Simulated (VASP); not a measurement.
A run of VASP 6.6.1 is set up as follows.

Contents of INCAR:

```
SYSTEM = GaP2
  PREC = Accurate
  ENCUT = 520
  EDIFF = 1E-7
  ISMEAR = 0
  SIGMA = 0.1
  LREAL = .FALSE.
  LASPH = .TRUE.
  NELM = 100
  ALGO = Normal
  ISIF = 2
  LWAVE = .FALSE.
  LCHARG = .FALSE.
  GGA = PE
  NBANDS = 32
```

File KPOINTS:

```
Automatic mesh
0
G
  10 10 10
  0 0 0
```

Contents of POSCAR:

```
GaP2
1.0
   -2.6783106807      2.6783106807      3.4831021982
    2.6783106807     -2.6783106807      3.4831021982
    2.6783106807      2.6783106807     -3.4831021982
Ga P
2 4
Direct
    0.2500000000      0.2500000000      0.0000000000
    0.7500000000      0.7500000000      0.0000000000
    0.6466321611      0.1466321611      0.7932643223
    0.1466321611      0.3533678389      0.5000000000
    0.3533678389      0.8533678389      0.2067356777
    0.8533678389      0.6466321611      0.5000000000
```

Potentials or basis: VASP PAW PBE potentials, release 64 (Ga_d, P).

Launch:

```console
$ cat potpaw_PBE.64/Ga_d/POTCAR potpaw_PBE.64/P/POTCAR > POTCAR
$ mpirun -np 1 vasp_std > vasp.out
```

Task: Predict the largest force.

Result: 0.034 eV/Å.

Task: What does it give for the pressure?

Result: 0.0 GPa.

Forces on the atoms (eV/Å):
```
Ga   0.000  0.000  0.000
Ga   0.000  0.000  0.000
P   -0.024 -0.024  0.000
P    0.024 -0.024  0.000
P    0.024  0.024  0.000
P   -0.024  0.024  0.000
```
